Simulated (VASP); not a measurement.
Runs of VASP 6.6.1 on Au. The structure is that of space group Fm-3m (No. 225), or close to it. The cells are those of the table. 

```tsv
cell	gap on the mesh (eV)	pressure (GPa)
a = 2.894, b = 2.894, c = 2.806 Å, angles 61.0, 61.0, 58.0°, 1 atom	none	14.0
a = 2.872, b = 2.872, c = 2.806 Å, angles 60.8, 60.8, 58.5°, 1 atom	none	(b)
a = 2.915, b = 2.915, c = 2.893 Å, angles 60.2, 60.2, 59.5°, 1 atom	none	(a)
a = 2.893, b = 2.893, c = 2.849 Å, angles 60.5, 60.5, 59.0°, 1 atom	none	10.6
a = 2.806 Å, angles 60.0°, 1 atom	none	29.1
```

Alike in all rows: task single point; level PBE; potentials or basis VASP PAW PBE potentials, release 64 (Au); no spin polarisation; k mesh 20 × 20 × 20; cutoff (eV) 520; smearing gaussian 0.15 eV.

Question: Estimate the missing entries.

Answer: (a) 5.0; (b) 17.3.

Caveats: the cell stands under pressure; spin-orbit coupling is left out, which moves the levels of the heavy elements.

A k mesh can miss the band edges, and the runs leave out spin-orbit coupling on Au.

A gap of «none» marks levels without a gap at the run's occupations.
